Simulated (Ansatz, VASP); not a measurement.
Ca7NiS8: VASP beside Ansatz

The input INCAR:

```
SYSTEM = Ca7NiS8
PREC = Accurate
ENCUT = 520
EDIFF = 1E-6
ISMEAR = 0
SIGMA = 0.01
LREAL = Auto
LASPH = .TRUE.
NELM = 150
ALGO = Normal
ISIF = 2
LWAVE = .FALSE.
LCHARG = .FALSE.
ISPIN = 2
MAGMOM = 0 0 0 0 0 0 0.01 0.03 0.04 0 0.05 0 0 0 0.05 1.93
LORBIT = 11
LMAXMIX = 4
LDAU = .TRUE.
LDAUTYPE = 2
LDAUL = -1 -1 2
LDAUU = 0 0 6.2
LDAUJ = 0 0 0
LDAUPRINT = 1
GGA = PS
ISYM = 0
NBANDS = 82
```

KPOINTS

```
Automatic mesh
0
G
  2 1 2
  0 0 0
```

File POSCAR:

```
Ca7NiS8
1.0
    5.6860000000      0.0000000000      0.0000000000
    0.0000000000     11.3720000000      0.0000000000
    0.0000000000      0.0000000000      5.6860000000
Ca S Ni
7 8 1
Direct
    0.0052967200      0.9987385800      0.0033019300
    0.0019783800      0.5012016400      0.9913296300
    0.9932787300      0.2532701200      0.5009214700
    0.0005232600      0.7502530700      0.4980224500
    0.5054993900      0.0007644300      0.5100528500
    0.5074335100      0.4956409300      0.4990010700
    0.5162658500      0.2510591400      0.9977985600
    0.5012372400      0.0045836500      0.9984467300
    0.4970953500      0.5073970200      0.9932189700
    0.5003499800      0.2506277300      0.5025815700
    0.4894463900      0.7495108000      0.5062025300
    0.9995014800      0.9987073100      0.5054457100
    0.9852604700      0.5026085600      0.5016805400
    0.0131550100      0.2565175500      0.9956207500
    0.9941526800      0.7506626200      0.0069948600
    0.5077602400      0.7452301600      0.0031623300
```

Input for Ansatz:

```yaml
crystal:
  lattice:
    - [5.686, 0.0, 0.0]
    - [0.0, 11.372, 0.0]
    - [0.0, 0.0, 5.686]
  atoms:
    - { symbol: Ca, position: [0.00529672, 0.99873858, 0.00330193] }
    - { symbol: Ca, position: [0.00197838, 0.50120164, 0.99132963] }
    - { symbol: S, position: [0.50123724, 0.00458365, 0.99844673] }
    - { symbol: S, position: [0.49709535, 0.50739702, 0.99321897] }
    - { symbol: Ca, position: [0.99327873, 0.25327012, 0.50092147] }
    - { symbol: Ca, position: [0.00052326, 0.75025307, 0.49802245] }
    - { symbol: S, position: [0.50034998, 0.25062773, 0.50258157] }
    - { symbol: S, position: [0.48944639, 0.7495108, 0.50620253] }
    - { symbol: Ca, position: [0.50549939, 0.00076443, 0.51005285] }
    - { symbol: Ca, position: [0.50743351, 0.49564093, 0.49900107] }
    - { symbol: S, position: [0.99950148, 0.99870731, 0.50544571] }
    - { symbol: S, position: [0.98526047, 0.50260856, 0.50168054] }
    - { symbol: Ca, position: [0.51626585, 0.25105914, 0.99779856] }
    - { symbol: Ni, position: [0.50776024, 0.74523016, 0.00316233], spin: 2.0 }
    - { symbol: S, position: [0.01315501, 0.25651755, 0.99562075] }
    - { symbol: S, position: [0.99415268, 0.75066262, 0.00699486] }
  symmetry: { detect: false, time_reversal: true }
magnetization:
  spin_polarized: true
hamiltonian:
  xc: pbesol
  pseudopotentials: { kind: paw }
  hubbard:
    sites:
      - { site: 13, l: d, u_eff: 6.2, starting_ns: [{ spin: up, occupation_matrix: s13up }, { spin: down, occupation_matrix: s13down }] }
    occupation_matrices:
      s13up:
        matrix:
          - [0.999999, 0.0, 0.0, 0.0, 0.0]
          - [0.0, 0.999999, 0.0, 0.0, 0.0]
          - [0.0, 0.0, 0.999999, 0.0, 0.0]
          - [0.0, 0.0, 0.0, 0.999999, 0.0]
          - [0.0, 0.0, 0.0, 0.0, 0.999999]
      s13down:
        matrix:
          - [1.0e-06, 0.0, 0.0, 0.0, 0.0]
          - [0.0, 0.999999, 0.0, 0.0, 0.0]
          - [0.0, 0.0, 1.0e-06, 0.0, 0.0]
          - [0.0, 0.0, 0.0, 1.0e-06, 0.0]
          - [0.0, 0.0, 0.0, 0.0, 0.999999]
basis:
  ecutwfc: 420
kpoints:
  mp_grid: { grid: [2, 1, 2] }
scf:
  occupations: { method: gaussian, width: 0.01 }
  lower_state_search: "off"
  max_iter: 200
output:
  forces: true
  stress: true
  write_density: true
  write_potential: true
  elf: true
  volumetric_format: npy
```

Alike in both runs: task single point; functional PBEsol; k mesh 2 × 1 × 2; occupations gaussian, width 0.01 eV; collinear spin; Hubbard terms Ni d U = 6.2 eV.

```csv
,VASP,Ansatz
version,VASP 6.6.1,Ansatz 0.2.0
potentials or method,"VASP PAW PBE potentials, release 64 (Ca_sv, S, Ni), cutoff 520 eV","PAW, plane waves, scalar-relativistic"
valence electrons in the cell,128,136
```

Ansatz gave:

```
gap on the k mesh at the Fermi level (eV)                     : 0.79
pressure (GPa)                                                : -3.0
rms of the force components (eV/Å)                            : 0.207
net moment per atom (μB)                                      : 0.12
size of the moment on the site where the two differ most (μB) : 1.75
```

Task: Which values does VASP return?

Result: gap on the k mesh at the Fermi level (eV): 0.92; pressure (GPa): -2.8; rms of the force components (eV/Å): 0.211; net moment per atom (μB): 0.13; size of the moment on the site where the two differ most (μB): 1.77.

VASP's potentials were made for PBE, not for PBEsol. Site moments also hang on the region over which each program counts them. The programs project onto different local orbitals, so the same U acts differently, and such runs can settle in different states. VASP's potentials hold 128 valence electrons a cell and Ansatz's 136, so a difference there can come from the potentials and not from the codes. Ansatz's warnings: specified occupation not kept.

The k mesh is coarse, so the values compare programs but aren't converged.
